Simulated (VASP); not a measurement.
# MgSe (Fm-3m) in VASP: further runs, part 2 of 2

VASP 6.6.1.

## 3. Single point, PBEsol (Ca replaced by Mg, lengths x 0.929, strained)

Input file INCAR:

```
PREC = Accurate
ENCUT = 600
EDIFF = 1E-6
ISMEAR = 0
SIGMA = 0.1
LREAL = False
LASPH = True
NELM = 120
ALGO = Normal
ISIF = 2
LWAVE = False
LCHARG = False
GGA = PS
NBANDS = 11
GGA_COMPAT = False
```

Input file KPOINTS:

```
Automatic mesh
0
Gamma
  6 6 6
```

Input file POSCAR:

```
MgSe
1.0
    0.0000000000      2.6843001588      2.6843001588
    2.6843001588      0.0000000000      2.6843001588
    2.6843001588      2.6843001588      0.0000000000
Mg Se
1 1
Direct
    0.0000000000      0.0000000000      0.0000000000
    0.5000000000      0.5000000000      0.5000000000
```

Potentials or basis: VASP PAW PBE potentials, release 64 (Mg, Se).

On the command line:

```sh
cat potpaw_PBE.64/Mg/POTCAR potpaw_PBE.64/Se/POTCAR > POTCAR
mpirun -np 1 vasp_std > vasp.out
```

OUTCAR:

```text
PREC = Accurate
   ENCUT = 600
   EDIFF = 1E-6
   ISMEAR = 0
   LREAL = False
   LASPH = True
   NELM = 120
   ISIF = 2
   GGA = PS

 ion  position               nearest neighbor table
   1  0.000  0.000  0.000-   2 2.68   2 2.68   2 2.68   2 2.68   2 2.68   2 2.68
   2  0.500  0.500  0.500-   1 2.68   1 2.68   1 2.68   1 2.68   1 2.68   1 2.68

  LATTYP: Found a face centered cubic cell.
 ALAT       =     5.3686003176

  Lattice vectors:

 A1 = (   0.0000000000,   2.6843001588,   2.6843001588)
 A2 = (   2.6843001588,   0.0000000000,   2.6843001588)
 A3 = (   2.6843001588,   2.6843001588,   0.0000000000)

Analysis of symmetry for initial positions (statically):
=====================================================================
 Subroutine PRICEL returns:
 Original cell was already a primitive cell.

 Routine SETGRP: Setting up the symmetry group for a
 face centered cubic supercell.

 Subroutine GETGRP returns: Found 48 space group operations
 (whereof 48 operations were pure point group operations)
 out of a pool of 48 trial point group operations.

The static configuration has the point symmetry O_h .

Analysis of symmetry for dynamics (positions and initial velocities):
[... 161 lines left out ...]
      3       3.5441      2.00000
      4       3.5441      2.00000
      5       6.3571      0.00000
      6      10.8527      0.00000
      7      10.8527      0.00000
      8      10.8527      0.00000
      9      13.5623      0.00000
     10      13.5623      0.00000
     11      14.3854      0.00000
[... 197 lines left out ...]
 k-point    16 :      -0.3333    0.5000    0.1667
  band No.  band energies     occupation
      1      -8.0570      2.00000
      2      -0.5739      2.00000
      3       0.6487      2.00000
      4       0.9864      2.00000
      5       7.2272      0.00000
      6       9.2086      0.00000
      7      11.9000      0.00000
      8      13.1298      0.00000
      9      16.4931      0.00000
     10      17.7285      0.00000
     11      18.4848      0.00000

------------------------ aborting loop because EDIFF is reached ----------------------------------------

  FORCE on cell =-STRESS in cart. coord.  units (eV):
  Direction    XX          YY          ZZ          XY          YZ          ZX
  --------------------------------------------------------------------------------------
  -------------------------------------------------------------------------------------
  Total        0.7745470      0.7745470      0.7745470      0.0000000      0.0000000     -0.0000000
  in kB       32.0800591     32.0800591     32.0800591      0.0000000      0.0000000     -0.0000000
  external PRESSURE =      32.0800591 kB  Pullay stress =       0.0000000 kB

 VOLUME and BASIS-vectors are now :
 -----------------------------------------------------------------------------
  energy-cutoff  :      600.00
  volume of cell :       38.68
      direct lattice vectors                 reciprocal lattice vectors
     0.000000000  2.684300159  2.684300159    -0.186268290  0.186268290  0.186268290
     2.684300159  0.000000000  2.684300159     0.186268290 -0.186268290  0.186268290
     2.684300159  2.684300159  0.000000000     0.186268290  0.186268290 -0.186268290

 POSITION                                       TOTAL-FORCE (eV/Angst)
 -----------------------------------------------------------------------------------
      0.00000      0.00000      0.00000        -0.000000      0.000000      0.000000
      2.68430      2.68430      2.68430         0.000000     -0.000000     -0.000000
 -----------------------------------------------------------------------------------
    total drift:                               -0.000000     -0.000000      0.000000

  FREE ENERGIE OF THE ION-ELECTRON SYSTEM (eV)
  ---------------------------------------------------
  free  energy   TOTEN  =        -8.0838079643 eV

  energy  without entropy=       -8.0838079643  energy(sigma->0) =       -8.08380796
```

OSZICAR:

```text
N       E                     dE             d eps       ncg     rms          rms(c)
DAV:   1     0.232667239252E+02    0.23267E+02   -0.38056E+03   368   0.664E+02
DAV:   2    -0.693733229299E+01   -0.30204E+02   -0.28440E+02   459   0.995E+01
DAV:   3    -0.836445268529E+01   -0.14271E+01   -0.14247E+01   415   0.231E+01
DAV:   4    -0.837187929658E+01   -0.74266E-02   -0.74262E-02   399   0.188E+00
DAV:   5    -0.837192082276E+01   -0.41526E-04   -0.41526E-04   437   0.148E-01    0.301E+00
DAV:   6    -0.813079148168E+01    0.24113E+00   -0.39378E-01   385   0.237E+00    0.190E+00
DAV:   7    -0.808586716704E+01    0.44924E-01   -0.18574E-01   406   0.172E+00    0.895E-01
DAV:   8    -0.808389643435E+01    0.19707E-02   -0.75555E-03   388   0.446E-01    0.231E-01
DAV:   9    -0.808381016122E+01    0.86273E-04   -0.27982E-04   394   0.869E-02    0.102E-01
DAV:  10    -0.808381045111E+01   -0.28989E-06   -0.86933E-05   394   0.391E-02    0.287E-02
DAV:  11    -0.808380791917E+01    0.25319E-05   -0.95907E-06   391   0.133E-02    0.393E-03
DAV:  12    -0.808380796429E+01   -0.45121E-07   -0.35880E-07   209   0.351E-03
   1 F= -.80838080E+01 E0= -.80838080E+01  d E =-.630238E-13
```

stdout:

```text
POSCAR found type information on POSCAR MgSe
 POSCAR found :  2 types and       2 ions
 scaLAPACK will be used
 -----------------------------------------------------------------------------
|                                                                             |
|                                                                             |
|     You enforced a specific xc type in the INCAR file but a different       |
|     I HOPE YOU KNOW WHAT YOU ARE DOING!                                     |
|                                                                             |
 -----------------------------------------------------------------------------

 LDA part: xc-table for (Slater+PW92), standard interpolation
 POSCAR, INCAR and KPOINTS ok, starting setup
 FFT: planning ... GRIDC
 FFT: planning ... GRID_SOFT
 FFT: planning ... GRID
 WAVECAR not read
 entering main loop
```

Run time: 6.8 s. Hardware: 1 thread of AMD EPYC 7R13 (Zen 3), shared host; peak memory 0.14 GiB.

What came out:

| Property | Result |
| --- | --- |
| Free energy | -8.0838 eV |
| Pressure | 3.2 GPa |
| Band gap on the k mesh | 1.83 eV (least direct gap 2.81 eV) |

Caveat: the cell differs from its parent crystal (Ca replaced by Mg, lengths x 0.929, strained); the cell stands under pressure; the PAW data sets were made with another functional, which shifts forces and pressure a little. A k mesh can miss the band edges.

## 4. Single point, PBEsol (Ca replaced by Mg, lengths x 0.929, strained)

Input file INCAR:

```
SYSTEM = MgSe
ALGO = Normal
EDIFF = 1E-6
ENCUT = 600
GGA = PS
GGA_COMPAT = .False.
ISIF = 2
ISMEAR = 0
LASPH = .True.
LCHARG = .True.
LELF = .True.
LREAL = .False.
LVHAR = .True.
LWAVE = .False.
NBANDS = 11
NELM = 120
PREC = Accurate
SIGMA = 0.02
```

Input file KPOINTS:

```
k-points
0
Gamma
  10 10 10
  0 0 0
```

POSCAR is that of step 3.

On the command line:

```sh
cat potpaw_PBE.64/Mg/POTCAR potpaw_PBE.64/Se/POTCAR > POTCAR
mpirun -np 1 vasp_std > vasp.out
```

Run time: 16 s. Hardware: 1 thread of AMD EPYC 7R13 (Zen 3), shared host; peak memory 0.15 GiB.

The run converged. Its results:

| Item | Value |
| --- | --- |
| Free energy | -8.0901 eV |
| Pressure | 3.2 GPa |
| Band gap on the k mesh | 1.83 eV (least direct gap 2.82 eV) |

Levels at points of the mesh, in eV from the valence-band top:
```csv
k point,band 1,band 2,band 3,band 4,band 5,band 6,band 7,band 8
"(0.00, 0.00, 0.00)",-13.24,0.00,0.00,0.00,2.82,7.31,7.31,7.31
"(0.50, 0.00, 0.00)",-11.99,-5.25,-0.65,-0.65,3.76,6.10,6.10,8.93
"(0.50, 0.50, 0.00)",-11.63,-4.57,-1.92,-1.92,1.83,3.70,12.09,12.54
```

Caveat: the cell differs from its parent crystal (Ca replaced by Mg, lengths x 0.929, strained); the cell stands under pressure; the PAW data sets were made with another functional, which shifts forces and pressure a little. A k mesh can miss the band edges.

## 5. Single point, PBEsol (Ca replaced by Mg, lengths x 0.929, strained)

Input file INCAR:

```
PREC = Accurate ; ENCUT = 600
EDIFF = 1E-6 ; ISMEAR = 0
SIGMA = 0.02 ; LREAL = F
LASPH = T ; NELM = 120
ALGO = Normal ; ISIF = 2
LWAVE = F ; LCHARG = F
GGA = PS ; NBANDS = 11
GGA_COMPAT = F
```

Input file KPOINTS:

```
Automatic mesh
0
Gamma
  10 10 10
```

Input file POSCAR:

```
MgSe
1.0
    0.0000000000      2.6943240946      2.6943240946
    2.6943240946      0.0000000000      2.6943240946
    2.6943240946      2.6943240946      0.0000000000
Mg Se
1 1
Direct
    0.0000000000      0.0000000000      0.0000000000
    0.5000000000      0.5000000000      0.5000000000
```

On the command line:

```sh
cat potpaw_PBE.64/Mg/POTCAR potpaw_PBE.64/Se/POTCAR > POTCAR
mpirun -np 1 vasp_std > vasp.out
```

Run time: 15 s. Hardware: 1 thread of AMD EPYC 7R13 (Zen 3), shared host; peak memory 0.15 GiB.

It converged, with:

```
Free energy            : -8.0975 eV
Pressure               : 2.3 GPa
Band gap on the k mesh : 1.82 eV (least direct gap 2.74 eV)
```

Levels at points of the mesh, in eV from the valence-band top:
```
           k point  band 1  band 2  band 3  band 4  band 5  band 6  band 7  band 8  band 9
(0.00, 0.00, 0.00)  -13.17    0.00    0.00    0.00    2.74    7.32    7.32    7.32   10.00
(0.50, 0.00, 0.00)  -11.96   -5.19   -0.63   -0.63    3.75    6.08    6.08    8.85   11.57
(0.50, 0.50, 0.00)  -11.60   -4.51   -1.89   -1.89    1.82    3.74   11.98   12.44   12.44
```

Caveat: the cell differs from its parent crystal (Ca replaced by Mg, lengths x 0.929, strained); the PAW data sets were made with another functional, which shifts forces and pressure a little. A k mesh can miss the band edges.

## 6. Overview

```tsv
cell	k mesh	smearing	gap on the mesh (eV)	pressure (GPa)
a = 3.810 Å, angles 60.0°, 2 atoms	6 × 6 × 6	gaussian 0.1 eV	1.81	2.3
a = 3.796 Å, angles 60.0°, 2 atoms	6 × 6 × 6	gaussian 0.1 eV	1.83	3.2
a = 3.796 Å, angles 60.0°, 2 atoms	10 × 10 × 10	gaussian 0.02 eV	1.83	3.2
a = 3.810 Å, angles 60.0°, 2 atoms	10 × 10 × 10	gaussian 0.02 eV	1.82	2.3
```

Alike in all rows: task single point; level PBEsol; potentials or basis VASP PAW PBE potentials, release 64 (Mg, Se); no spin polarisation; cutoff (eV) 600.

Caveats: the PAW data sets were made with another functional, which shifts forces and pressure a little; the cell stands under pressure (at least some runs).

Total energies depend on the potentials used, so only differences within one code and one set of settings carry meaning.
